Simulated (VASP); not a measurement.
# CuO (P4_2/mmc) in VASP: further runs, part 2 of 2

VASP 6.6.1. The steps go on from the part before.

**3. Single point, PBE (volume scaled by 1.02)**

Contents of INCAR:

```
PREC = Accurate
ENCUT = 520
EDIFF = 1E-6
ISMEAR = -1
SIGMA = 0.05
LREAL = False
LASPH = True
NELM = 60
ALGO = Normal
ISIF = 2
LWAVE = False
LCHARG = False
GGA = PE
NBANDS = 25
```

Contents of KPOINTS:

```
Automatic mesh
0
Gamma
  8 8 6
```

Contents of POSCAR:

```
CuO
1.0
    3.4447142197      0.0000000000      0.0000000000
    0.0000000000      3.4447142197      0.0000000000
    0.0000000000      0.0000000000      4.2886772790
Cu O
2 2
Direct
    0.0000000000      0.5000000000      0.0000000000
    0.5000000000      0.0000000000      0.5000000000
    0.0000000000      0.0000000000      0.2500000000
    0.0000000000      0.0000000000      0.7500000000
```

Potentials or basis: VASP PAW PBE potentials, release 64 (Cu, O).

Run with:

```
> cat potpaw_PBE.64/Cu/POTCAR potpaw_PBE.64/O/POTCAR > POTCAR
> mpirun -np 1 vasp_std > vasp.out
```

OUTCAR:

```text
PREC = Accurate
   ENCUT = 520
   EDIFF = 1E-6
   ISMEAR = -1
   LREAL = False
   LASPH = True
   NELM = 60
   ISIF = 2
   GGA = PE

 ion  position               nearest neighbor table
   1  0.000  0.500  0.000-   3 2.03   4 2.03   3 2.03   4 2.03
   2  0.500  0.000  0.500-   3 2.03   4 2.03   3 2.03   4 2.03
   3  0.000  0.000  0.250-   1 2.03   2 2.03   1 2.03   2 2.03
   4  0.000  0.000  0.750-   1 2.03   2 2.03   1 2.03   2 2.03

  LATTYP: Found a simple tetragonal cell.
 ALAT       =     3.4447142197
 C/A-ratio  =     1.2450023443

  Lattice vectors:

 A1 = (   3.4447142197,   0.0000000000,   0.0000000000)
 A2 = (   0.0000000000,   3.4447142197,   0.0000000000)
 A3 = (   0.0000000000,   0.0000000000,   4.2886772790)

Analysis of symmetry for initial positions (statically):
=====================================================================
 Subroutine PRICEL returns:
 Original cell was already a primitive cell.

 Routine SETGRP: Setting up the symmetry group for a
 simple tetragonal supercell.

 Subroutine GETGRP returns: Found 16 space group operations
 (whereof  8 operations were pure point group operations)
 out of a pool of 16 trial point group operations.

The static configuration has the point symmetry D_2h.
 The point group associated with its full space group is D_4h.

Analysis of symmetry for dynamics (positions and initial velocities):
=====================================================================
 Subroutine PRICEL returns:
 Original cell was already a primitive cell.

 Routine SETGRP: Setting up the symmetry group for a
 simple tetragonal supercell.

 Subroutine GETGRP returns: Found 16 space group operations
 (whereof  8 operations were pure point group operations)
 out of a pool of 16 trial point group operations.

The dynamic configuration has the point symmetry D_2h.
 The point group associated with its full space group is D_4h.

 Subroutine INISYM returns: Found 16 space group operations
 (whereof  8 operations are pure point group operations),
 and found     1 'primitive' translations

----------------------------------------------------------------------------------------

                                     Primitive cell

  volume of cell :      50.8897

  direct lattice vectors                    reciprocal lattice vectors
     3.444714220  0.000000000  0.000000000     0.290299844  0.000000000  0.000000000
     0.000000000  3.444714220  0.000000000     0.000000000  0.290299844  0.000000000
     0.000000000  0.000000000  4.288677279     0.000000000  0.000000000  0.233172126

  length of vectors
     3.444714220  3.444714220  4.288677279     0.290299844  0.290299844  0.233172126

  position of ions in fractional coordinates (direct lattice)
     0.000000000  0.500000000  0.000000000
     0.500000000  0.000000000  0.500000000
     0.000000000  0.000000000  0.250000000
     0.000000000  0.000000000  0.750000000

  ion indices of the primitive-cell ions
   primitive index   ion index
                 1           1
                 2           2
                 3           3
                 4           4

----------------------------------------------------------------------------------------

 KPOINTS: Automatic mesh

Automatic generation of k-mesh.
 Grid dimensions read from file:
 generate k-points for:    8    8    6

 Generating k-lattice:

  Cartesian coordinates                     Fractional coordinates (reciprocal lattice)
     0.036287480  0.000000000  0.000000000     0.125000000  0.000000000  0.000000000
     0.000000000  0.036287480  0.000000000     0.000000000  0.125000000  0.000000000
     0.000000000  0.000000000  0.038862021     0.000000000  0.000000000  0.166666667

  Length of vectors
     0.036287480  0.036287480  0.038862021

  Shift w.r.t. Gamma in fractional coordinates (k-lattice)
     0.000000000  0.000000000  0.000000000

 Subroutine IBZKPT returns following result:
 ===========================================

 Found     60 irreducible k-points:

 Following reciprocal coordinates:
            Coordinates               Weight
  0.000000  0.000000  0.000000      1.000000
  0.125000  0.000000  0.000000      4.000000
  0.250000  0.000000  0.000000      4.000000
  0.375000  0.000000  0.000000      4.000000
  0.500000  0.000000  0.000000      2.000000
  0.125000  0.125000  0.000000      4.000000
[... 16 lines left out ...]
  0.375000  0.125000  0.166667     16.000000
  0.500000  0.125000  0.166667      8.000000
 [... further k-points ...]
   k-points           NKPTS =     60   k-points in BZ     NKDIM =     60   number of bands    NBANDS=     25
   number of dos      NEDOS =    301   number of ions     NIONS =      4
   total plane-waves  NPLWV =  25088
   dimension x,y,z NGX =    28 NGY =   28 NGZ =   32
   dimension x,y,z NGXF=    56 NGYF=   56 NGZF=   64
   ions per type =               2   2
   NGX,Y,Z   is equivalent  to a cutoff of  13.51, 13.51, 12.40 a.u.
   NGXF,Y,Z  is equivalent  to a cutoff of  27.03, 27.03, 24.81 a.u.
 SYSTEM =  unknown system
   PREC   = accura    normal or accurate (medium, high low for compatibility)
   ISTART =      0    job   : 0-new  1-cont  2-samecut
   ICHARG =      2    charge: 1-file 2-atom 10-const
   ISPIN  =      1    spin polarized calculation?
   LNONCOLLINEAR =      F non collinear calculations
   LSORBIT =      F    spin-orbit coupling
   LASPH  =      T    aspherical Exc in radial PAW
   ENCUT  =  520.0 eV  38.22 Ry    6.18 a.u.   6.40  6.40  7.97*2*pi/ulx,y,z
   NELM   =     60;   NELMIN=  2; NELMDL= -5     # of ELM steps
   EDIFF  = 0.1E-05   stopping-criterion for ELM
   LREAL  =      F    real-space projection
   EDIFFG = 0.1E-04   stopping-criterion for IOM
   NSW    =      0    number of steps for IOM
   IBRION =     -1    ionic relax: 0-MD 1-quasi-New 2-CG
   NFREE  =      0    steps in history (QN), initial steepest desc. (CG)
   ISIF   =      2    stress and relaxation
   ISYM   =      2    0-nonsym 1-usesym 2-fastsym
   POTIM  = 0.5000    time-step for ionic-motion
   TEBEG  =    0.0;   TEEND  =   0.0 temperature during run
   PSTRESS=    0.0 pullay stress
   NELECT =      34.0000    total number of electrons
   NUPDOWN=      -1.0000    fix difference up-down
   EMIN   =  10.00;   EMAX   =-10.00  energy-range for DOS
   EFERMI =   0.00;   METHOD = LEGACY
   ISMEAR =    -1;   SIGMA  =   0.05  broadening in eV -4-tet -1-fermi 0-gaus
   EFERMI_NEDOS =   21; number of points for ismear=-14 and -15
   IALGO  =     38    algorithm
   IMIX   =      4    mixing-type and parameters
     AMIX     =   0.40;   BMIX     =  1.00
     AMIX_MAG =   1.60;   BMIX_MAG =  1.00
  volume/ion in A,a.u.               =      12.72        85.86
  Fermi-wavevector in a.u.,A,eV,Ry     =   1.431170  2.704519 27.868099  2.048247
  Thomas-Fermi vector in A             =   2.550936
   LORBIT       =      0    0 simple, 1 ext, 2 COOP (PROOUT), +10 PAW based schemes
   GGA     = PE    functional components
   LHFCALC =     F    Hartree Fock is set to
   AEXX    =    0.0000 exact exchange contribution
   IVDW    =     0    specifies the selected vdW correction
   LEPSILON=     F    determine dielectric tensor
   LRPA    =     F    only Hartree local field effects (RPA)
 non-spin polarized calculation
  energy-cutoff  :      520.00
  volume of cell :       50.89
 maximum number of plane-waves:      1386
 NGX is ok and might be reduce to    28
   NGX = 13   NGY = 13   NGZ = 15

 number of electron      33.9999999 magnetization

 Free energy of the ion-electron system (eV)
  ---------------------------------------------------
  ext. energy  EPLUGINS =         0.00000000
  ---------------------------------------------------
  free energy    TOTEN  =       -18.26636114 eV

  energy without entropy =      -18.24626360  energy(sigma->0) =      -18.25631237

 E-fermi :   3.7771     XC(G=0): -10.5318

 val. band max:        3.7765928608   @ k =   0.2500   0.1250   0.1667
 cond. band min:       3.8043867943   @ k =   0.1250   0.0000   0.5000
 fundamental gap:      0.0277939335
 Fermi energy:         3.7771077176

 k-point     1 :       0.0000    0.0000    0.0000
  band No.  band energies     occupation
      1     -16.1114      2.00000
      2     -13.4259      2.00000
      3      -3.8953      2.00000
      4      -1.3108      2.00000
      5      -1.3108      2.00000
      6      -0.7965      2.00000
[... 661 lines left out ...]
     24      14.9573      0.00000
     25      17.7092      0.00000

 [... further k-points ...]

------------------------ aborting loop because EDIFF is reached ----------------------------------------

  FORCE on cell =-STRESS in cart. coord.  units (eV):
  Direction    XX          YY          ZZ          XY          YZ          ZX
  --------------------------------------------------------------------------------------
  -------------------------------------------------------------------------------------
  Total       -4.9738410     -4.9738410      5.7587667      0.0000000      0.0000000      0.0000000
  in kB     -156.5931339   -156.5931339    181.3052182      0.0000000      0.0000000      0.0000000
  external PRESSURE =     -43.9603498 kB  Pullay stress =       0.0000000 kB

 VOLUME and BASIS-vectors are now :
 -----------------------------------------------------------------------------
  energy-cutoff  :      520.00
  volume of cell :       50.89
      direct lattice vectors                 reciprocal lattice vectors
     3.444714220  0.000000000  0.000000000     0.290299844  0.000000000  0.000000000
     0.000000000  3.444714220  0.000000000     0.000000000  0.290299844  0.000000000
     0.000000000  0.000000000  4.288677279     0.000000000  0.000000000  0.233172126

 POSITION                                       TOTAL-FORCE (eV/Angst)
 -----------------------------------------------------------------------------------
      0.00000      1.72236      0.00000        -0.000000      0.000000     -0.000000
      1.72236      0.00000      2.14434        -0.000000      0.000000     -0.000000
      0.00000      0.00000      1.07217         0.000000      0.000000      0.000000
      0.00000      0.00000      3.21651        -0.000000     -0.000000     -0.000000
 -----------------------------------------------------------------------------------
    total drift:                                0.000000      0.000000      0.000000

  FREE ENERGIE OF THE ION-ELECTRON SYSTEM (eV)
  ---------------------------------------------------
  free  energy   TOTEN  =       -18.2663611429 eV

  energy  without entropy=      -18.2462636018  energy(sigma->0) =      -18.25631237
```

OSZICAR:

```text
N       E                     dE             d eps       ncg     rms          rms(c)
DAV:   1     0.302491021103E+03    0.30249E+03   -0.16138E+04  3040   0.199E+03
DAV:   2     0.158750515964E+02   -0.28662E+03   -0.26400E+03  3170   0.383E+02
DAV:   3    -0.236042210332E+02   -0.39479E+02   -0.36842E+02  3782   0.157E+02
DAV:   4    -0.250615616277E+02   -0.14573E+01   -0.14500E+01  3738   0.313E+01
DAV:   5    -0.250884698299E+02   -0.26908E-01   -0.26897E-01  3666   0.390E+00    0.196E+01
DAV:   6    -0.263153150473E+02   -0.12268E+01   -0.49379E+01  4102   0.170E+02    0.189E+01
DAV:   7    -0.182116163135E+02    0.81037E+01   -0.17288E+01  3824   0.119E+02    0.358E+00
DAV:   8    -0.182884287272E+02   -0.76812E-01   -0.24222E+00  4466   0.177E+01    0.122E+00
DAV:   9    -0.182680604307E+02    0.20368E-01   -0.79860E-02  4022   0.436E+00    0.348E-01
DAV:  10    -0.182674280271E+02    0.63240E-03   -0.67942E-03  4439   0.105E+00    0.328E-01
DAV:  11    -0.182668260064E+02    0.60202E-03   -0.69026E-03  4696   0.211E+00    0.194E-01
DAV:  12    -0.182665701600E+02    0.25585E-03   -0.25938E-03  4656   0.145E+00    0.118E-01
DAV:  13    -0.182663548569E+02    0.21530E-03   -0.51477E-04  4282   0.680E-01    0.147E-02
DAV:  14    -0.182663609071E+02   -0.60503E-05   -0.89818E-05  3932   0.913E-02    0.394E-03
DAV:  15    -0.182663611429E+02   -0.23577E-06   -0.11065E-06  2600   0.226E-02
   1 F= -.18266361E+02 E0= -.18256312E+02  d E =-.200975E-01
```

stdout:

```text
POSCAR found type information on POSCAR CuO
 POSCAR found :  2 types and       4 ions
 scaLAPACK will be used
 LDA part: xc-table for (Slater+PW92), standard interpolation
 POSCAR, INCAR and KPOINTS ok, starting setup
 FFT: planning ... GRIDC
 FFT: planning ... GRID_SOFT
 FFT: planning ... GRID
 WAVECAR not read
 entering main loop
```

Run time: 31 s. Hardware: 1 thread of Intel Xeon 6975P-C (Granite Rapids), shared host; peak memory 0.2 GiB.

What came out:

- Free energy: -18.2664 eV
- Pressure: -4.4 GPa
- Band gap on the k mesh: zero (band 17 reaches 4.40 eV, above the bottom of band 18 at 2.64 eV)

Stress tensor (GPa, compression positive):
```
-15.66   0.00   0.00
  0.00 -15.66   0.00
  0.00   0.00  18.13
```

Caveat: semilocal functionals often make such compounds metallic where correlation or magnetic order opens a gap, which also shifts bond lengths.
